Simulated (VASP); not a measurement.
# SiC (I-4m2) in VASP: single point with HSE06

Aim: the single point of SiC with HSE06.

Everything below comes from runs of VASP 6.6.1. Logs are shortened: lines on timing, memory, paths and dates and some standing lists are left out, and cuts for length are marked.

### Step 1. The cell of the first run

Symmetry: I-4m2, No. 119, tetragonal system. The conventional cell has a = 2.930 Å, b = 2.930 Å, c = 4.487 Å, α = 90.00°, β = 90.00°, γ = 90.00°. Within 2.4 Å of Si (site symmetry -4m2) lie 4 C at 1.85 Å. C (site symmetry -4m2) has 4 Si at 1.85 Å within 2.4 Å.

### Step 2. Single point, HSE06 (epitaxial xy strain -4.9%)

Input file POSCAR:

```
SiC
1.0
    0.0000000000      2.0717633977      2.2435524377
    2.0717633977      0.0000000000      2.2435524377
    2.0717633977      2.0717633977      0.0000000000
Si C
1 1
Direct
    0.0000000000      0.0000000000      0.0000000000
    0.2500000000      0.2500000000      0.2500000000
```

Input file INCAR.step1:

```
SYSTEM = SiC
PREC     = Accurate       ! precision mode
ENCUT    = 520            ! plane-wave cutoff, eV
EDIFF    = 1E-5           ! SCF threshold, eV
ISMEAR   = 0              ! smearing method
SIGMA    = 0.01           ! smearing width, eV
LREAL    = .FALSE.        ! projectors in reciprocal space
LASPH    = .TRUE.         ! aspherical terms in the spheres
NELM     = 100            ! most SCF steps
ALGO     = Normal         ! electronic algorithm
ISIF     = 2              ! what is computed and relaxed
LWAVE    = .TRUE.         ! write WAVECAR
LCHARG   = .FALSE.        ! write CHGCAR
GGA      = PE             ! functional
NBANDS   = 11             ! bands
```

Input file INCAR.step2:

```
SYSTEM = SiC
PREC     = Accurate       ! precision mode
ENCUT    = 520            ! plane-wave cutoff, eV
EDIFF    = 1E-6           ! SCF threshold, eV
ISMEAR   = 0              ! smearing method
SIGMA    = 0.01           ! smearing width, eV
LREAL    = .FALSE.        ! projectors in reciprocal space
LASPH    = .TRUE.         ! aspherical terms in the spheres
NELM     = 100            ! most SCF steps
ALGO     = Normal         ! electronic algorithm
ISIF     = 2              ! what is computed and relaxed
LWAVE    = .FALSE.        ! write WAVECAR
LCHARG   = .FALSE.        ! write CHGCAR
GGA      = PE             ! functional
LHFCALC  = .TRUE.         ! exact exchange
HFSCREEN = 0.2079         ! screening, 1/A
PRECFOCK = Normal       
ISTART   = 1            
NBANDS   = 11             ! bands
```

Input file KPOINTS:

```
regular mesh
0
G
  8 8 8
  0 0 0
```

Potentials or basis: VASP PAW PBE potentials, release 64 (Si, C).

Started as:

```bash
$ cat potpaw_PBE.64/Si/POTCAR potpaw_PBE.64/C/POTCAR > POTCAR
$ cp INCAR.step1 INCAR
$ mpirun -np 1 vasp_std > vasp.out
$ cp INCAR.step2 INCAR
$ mpirun -np 1 vasp_std > vasp.out
```

OUTCAR:

```text
SYSTEM = SiC
   PREC = Accurate
   ENCUT = 520
   EDIFF = 1E-6
   ISMEAR = 0
   LREAL = .FALSE.
   LASPH = .TRUE.
   NELM = 100
   ISIF = 2
   GGA = PE
   LHFCALC = .TRUE.
   HFSCREEN = 0.2079
   PRECFOCK = Normal
   ISTART = 1

 ion  position               nearest neighbor table
   1  0.000  0.000  0.000-   2 1.85   2 1.85   2 1.85   2 1.85
   2  0.250  0.250  0.250-   1 1.85   1 1.85   1 1.85   1 1.85

  LATTYP: Found a body centered tetragonal cell.
 ALAT       =     2.9299158951
 C/A-ratio  =     1.5314790718

  Lattice vectors:

 A1 = (  -2.0717633977,   0.0000000000,   2.2435524377)
 A2 = (   2.0717633977,   0.0000000000,   2.2435524377)
 A3 = (   0.0000000000,   2.0717633977,  -2.2435524377)

Analysis of symmetry for initial positions (statically):
=====================================================================
 Subroutine PRICEL returns:
 Original cell was already a primitive cell.

 Routine SETGRP: Setting up the symmetry group for a
 body centered tetragonal supercell.

 Subroutine GETGRP returns: Found  8 space group operations
 (whereof  8 operations were pure point group operations)
 out of a pool of 16 trial point group operations.

The static configuration has the point symmetry D_2d.

Analysis of symmetry for dynamics (positions and initial velocities):
=====================================================================
 Subroutine PRICEL returns:
 Original cell was already a primitive cell.

 Routine SETGRP: Setting up the symmetry group for a
 body centered tetragonal supercell.

 Subroutine GETGRP returns: Found  8 space group operations
 (whereof  8 operations were pure point group operations)
 out of a pool of 16 trial point group operations.

The dynamic configuration has the point symmetry D_2d.

 Subroutine INISYM returns: Found  8 space group operations
 (whereof  8 operations are pure point group operations),
 and found     1 'primitive' translations

----------------------------------------------------------------------------------------

                                     Primitive cell

  volume of cell :      19.2596

  direct lattice vectors                    reciprocal lattice vectors
     0.000000000  2.071763398  2.243552438    -0.241340300  0.241340300  0.222860849
     2.071763398  0.000000000  2.243552438     0.241340300 -0.241340300  0.222860849
     2.071763398  2.071763398  0.000000000     0.241340300  0.241340300 -0.222860849

  length of vectors
[... 99 lines left out ...]
   IALGO  =     38    algorithm
   IMIX   =      1    mixing-type and parameters
     AMIX     =   0.40;   BMIX     =  1.00
     AMIX_MAG =   1.60;   BMIX_MAG =  1.00
  volume/ion in A,a.u.               =       9.63        64.98
  Fermi-wavevector in a.u.,A,eV,Ry     =   1.221488  2.308278 20.300351  1.492034
  Thomas-Fermi vector in A             =   2.356669
   LORBIT       =      0    0 simple, 1 ext, 2 COOP (PROOUT), +10 PAW based schemes
   GGA     = PE    functional components
   LHFCALC =     T    Hartree Fock is set to
   PRECFOCK=normal    Normal, Fast or Accurate (Low or Medium for compatibility)
   ENCUT4O =  -1.0   cutoff for four orbital integrals eV
   NKREDX  =     1    reduce k-point grid by
   NKREDY  =     1    reduce k-point grid by
   NKREDZ  =     1    reduce k-point grid by
   AEXX    =    0.2500 exact exchange contribution
   HFSCREEN=    0.2079 screening length (either q_TF or 0.3 A-1)
   HFSCREENC=   0.2079 screening length for correlation (either q_TF or 0.3 A-1)
   ENCUTFOCK=  -1.0 apply spherical cutoff to Coloumb kernel
   IVDW    =     0    specifies the selected vdW correction
   LEPSILON=     F    determine dielectric tensor
   LRPA    =     F    only Hartree local field effects (RPA)
 non-spin polarized calculation
 Gauss-broadening in eV      SIGMA  =   0.01
  energy-cutoff  :      520.00
  volume of cell :       19.26
 maximum number of plane-waves:       545
  NGX = 18; NGY = 18; NGZ = 18

 number of electron       7.9999999 magnetization

 Free energy of the ion-electron system (eV)
  ---------------------------------------------------
  ext. energy  EPLUGINS =         0.00000000
  ---------------------------------------------------
  free energy    TOTEN  =       -17.28064032 eV

  energy without entropy =      -17.28064032  energy(sigma->0) =      -17.28064032

 E-fermi :   8.6260     XC(G=0):  -9.6042

 val. band max:        8.5418323425   @ k =   0.0000   0.0000   0.0000
 cond. band min:      10.2698522280   @ k =   0.5000   0.0000   0.5000
 fundamental gap:      1.7280198855
 Fermi energy:         8.6259934183

 k-point     1 :       0.0000    0.0000    0.0000
  band No.  band energies     occupation
      1      -9.2848      2.00000
      2       7.8914      2.00000
      3       8.5418      2.00000
      4       8.5418      2.00000
      5      16.6901      0.00000
      6      17.4252      0.00000
      7      17.4252      0.00000
      8      17.5784      0.00000
      9      23.2849      0.00000
     10      25.7260      0.00000
     11      26.2406      0.00000
[... 309 lines left out ...]
 k-point    24 :       0.3750    0.0000    0.1250
  band No.  band energies     occupation
      1      -6.5395      2.00000
      2       1.4417      2.00000
      3       6.1590      2.00000
      4       7.0170      2.00000
      5      14.9904      0.00000
      6      17.5081      0.00000
      7      19.1952      0.00000
      8      19.7526      0.00000
      9      23.7599      0.00000
     10      26.6380      0.00000
     11      28.3897      0.00000

 [... further k-points ...]

------------------------ aborting loop because EDIFF is reached ----------------------------------------

  FORCE on cell =-STRESS in cart. coord.  units (eV):
  Direction    XX          YY          ZZ          XY          YZ          ZX
  --------------------------------------------------------------------------------------
  -------------------------------------------------------------------------------------
  Total        3.0068564      3.0068564     -0.1734356      0.0000000     -0.0000000      0.0000000
  in kB      250.1363099    250.1363099    -14.4278715      0.0000000     -0.0000000      0.0000000
  external PRESSURE =     161.9482494 kB  Pullay stress =       0.0000000 kB

 VOLUME and BASIS-vectors are now :
 -----------------------------------------------------------------------------
  energy-cutoff  :      520.00
  volume of cell :       19.26
      direct lattice vectors                 reciprocal lattice vectors
     0.000000000  2.071763398  2.243552438    -0.241340300  0.241340300  0.222860849
     2.071763398  0.000000000  2.243552438     0.241340300 -0.241340300  0.222860849
     2.071763398  2.071763398  0.000000000     0.241340300  0.241340300 -0.222860849

 POSITION                                       TOTAL-FORCE (eV/Angst)
 -----------------------------------------------------------------------------------
      0.00000      0.00000      0.00000         0.000000      0.000000     -0.000000
      1.03588      1.03588      1.12178         0.000000      0.000000      0.000000
 -----------------------------------------------------------------------------------
    total drift:                                0.000000      0.000000      0.000001

  FREE ENERGIE OF THE ION-ELECTRON SYSTEM (eV)
  ---------------------------------------------------
  free  energy   TOTEN  =       -17.2806403215 eV

  energy  without entropy=      -17.2806403215  energy(sigma->0) =      -17.28064032
```

OUTCAR.step1:

```text
SYSTEM = SiC
   PREC = Accurate
   ENCUT = 520
   EDIFF = 1E-5
   ISMEAR = 0
   LREAL = .FALSE.
   LASPH = .TRUE.
[... 558 lines left out ...]
      0.00000      0.00000      0.00000        -0.000000     -0.000000     -0.000000
      1.03588      1.03588      1.12178         0.000000      0.000000      0.000000
 -----------------------------------------------------------------------------------
    total drift:                               -0.000000     -0.000000      0.000000

  FREE ENERGIE OF THE ION-ELECTRON SYSTEM (eV)
  ---------------------------------------------------
  free  energy   TOTEN  =       -14.8753549749 eV

  energy  without entropy=      -14.8753549749  energy(sigma->0) =      -14.87535497
```

Run time: 41 min. Hardware: 1 thread of Intel Xeon Platinum 8375C at 2.90GHz (Ice Lake), shared host; peak memory 0.26 GiB.

What came out:

```yaml
Free_energy: -17.2806 eV
Pressure: 16.2 GPa
Band_gap_on_the_k_mesh: 1.73 eV (least direct gap 5.73 eV)
```

Levels at points of the mesh, in eV from the valence-band top:
```
           k point  band 1  band 2  band 3  band 4  band 5  band 6  band 7  band 8  band 9
(0.00, 0.00, 0.00)  -17.83   -0.65    0.00    0.00    8.15    8.88    8.88    9.04   14.74
(0.50, 0.00, 0.00)  -13.67  -10.01   -1.98   -0.82    6.29    8.74    9.30   11.86   18.22
(0.50, 0.50, 0.00)  -12.51   -9.76   -3.21   -3.21    2.52    6.41   16.59   16.86   16.86
(0.50, 0.00, 0.50)  -11.79   -8.63   -4.22   -4.10    1.73    4.95   14.94   17.69   17.85
```

Caveat: the cell differs from its parent crystal (epitaxial xy strain -4.9%); the stress differs along the axes, from -1 to 25 GPa; the PAW data sets were made with another functional, which shifts forces and pressure a little. A k mesh can miss the band edges.
